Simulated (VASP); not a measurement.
Cd, 2 atoms in the cell. The structure is hexagonal, space group P6_3/mmc (No. 194). The conventional cell has a = 3.018 Å, b = 3.018 Å, c = 5.974 Å, α = 90.00°, β = 90.00°, γ = 120.00°. Within 4.0 Å of Cd (site symmetry -6m2) lie 12 Cd at 3.02 to 3.46 Å.  This cell differs from its parent crystal: volume scaled by 0.96.

| Property | Result |
| --- | --- |
| Program | VASP 6.6.1 |
| Task | single point |
| Functional | RPBE |
| Potentials or basis | VASP PAW PBE potentials, release 64 (Cd) |
| Cutoff | 520 eV |
| k mesh | 19 × 19 × 9 |
| Occupations | fermi-dirac, width 0.1 eV |
| Spin | no spin polarisation |
| Dipole correction | no |
| Further INCAR settings | ALGO = Normal; EDIFF = 1e-07; NBANDS = 19 |

Potentials or basis: VASP PAW PBE potentials, release 64 (Cd).

The run is started by

```console
$ cat potpaw_PBE.64/Cd/POTCAR > POTCAR
$ mpirun -np 1 vasp_std > vasp.out
```

Hardware: 1 thread of Intel(R) Xeon(R) Platinum 8259CL CPU @ 2.50GHz (Skylake/Cascade Lake) (shared host).

Question: Estimate the wall time of this run.

Answer: Run time: 73 s on 1 thread of Intel(R) Xeon(R) Platinum 8259CL CPU @ 2.50GHz (Skylake/Cascade Lake) (shared host), peak memory 0.28 GiB. Counts: scf iterations 11, k points 200.
